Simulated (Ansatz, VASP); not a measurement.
**K in VASP and in Ansatz**

INCAR

```
SYSTEM = K
PREC = Accurate ; ENCUT = 520
EDIFF = 1E-6 ; ISMEAR = 1
SIGMA = 0.15 ; LREAL = .False.
LASPH = .True. ; NELM = 60
ALGO = Normal ; ISIF = 2
LWAVE = .False. ; LCHARG = .True.
GGA = PS ; LELF = .True.
LVHAR = .True. ; NBANDS = 26
```

The input KPOINTS:

```
regular mesh
0
Gamma
  6 6 2
  0 0 0
```

File POSCAR:

```
K
1.0
    4.6875974683      0.0000000000      0.0000000000
   -2.3437987341      4.0595785096      0.0000000000
    0.0000000000      0.0000000000     15.4330614331
K
4
Direct
    0.0000000000      0.0000000000      0.0000000000
    0.3333333333      0.6666666667      0.7500000000
    0.0000000000      0.0000000000      0.5000000000
    0.6666666667      0.3333333333      0.2500000000
```

Input for Ansatz:

```yaml
crystal:
  lattice:
    - [4.687597468286213, 0.0, 0.0]
    - [-2.3437987341431064, 4.059578509647552, 0.0]
    - [0.0, 0.0, 15.433061433107047]
  atoms:
    - { symbol: K, position: [0.0, 0.0, 0.0] }
    - { symbol: K, position: [0.3333333333333333, 0.6666666666666666, 0.75] }
    - { symbol: K, position: [0.0, 0.0, 0.5] }
    - { symbol: K, position: [0.6666666666666666, 0.3333333333333333, 0.25] }
basis:
  ecutwfc: 500.0
kpoints:
  mp_grid:
    grid: [6, 6, 2]
hamiltonian:
  xc: pbesol
  pseudopotentials:
    kind: paw
scf:
  convergence:
    dr2_threshold: 1.0e-09
  occupations:
    method: cold
    width: 0.15
output:
  stress: true
```

Alike in both runs: task single point; functional PBEsol; k mesh 6 × 6 × 2; no spin polarisation.

|  | VASP | Ansatz |
| --- | --- | --- |
| version | VASP 6.6.1 | Ansatz 0.2.0 |
| potentials or method | VASP PAW PBE potentials, release 64 (K_sv), cutoff 520 eV | plane waves, PAW |
| occupations | methfessel-paxton of order 1, width 0.15 eV | cold, width 0.15 eV |
| valence electrons in the cell | 36 | 36 |

```tsv
	VASP	Ansatz	Ansatz less VASP
pressure (GPa)	-0.1	-0.1	+0.01
traceless stress, the component that is largest in VASP (GPa)	-0.22	-0.19	+0.027
```

VASP's potentials were made for PBE, not for PBEsol. Ansatz's warnings: stress scf threshold loose.
